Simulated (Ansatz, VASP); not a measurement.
**One calculation of Al, two programs**

```
Al
1.0
     2.86351    0.00000    0.00000
     0.00000    2.86351    0.00000
     0.00000    0.00000   20.09922
Al
5
Cartesian
  0.0000 0.0000 5.9098
  1.4318 1.4318 7.9913
  2.8635 0.0000 10.0496
  1.4318 1.4318 12.1079
  2.8635 0.0000 14.1894
```

Alike in both runs: functional PBE; k mesh 7 × 7 × 1; no spin polarisation.

Ansatz relaxed the structure, and its values are those at the end. VASP's run is a single point on that final structure, the one shown.

```csv
,VASP,Ansatz
version,VASP 6.6.1,Ansatz 0.2.0
potentials or method,"VASP PAW PBE potentials, release 64 (Al), cutoff 520 eV","plane waves, PAW"
occupations,"methfessel-paxton of order 1, width 0.1 eV",methfessel-paxton of order 1
valence electrons in the cell,15,15
```

```tsv
	VASP	Ansatz	Ansatz less VASP
rms of the force components (eV/Å)	0.009	0.009	-0.0003
```

Ansatz's warnings: vacuum density over bound.
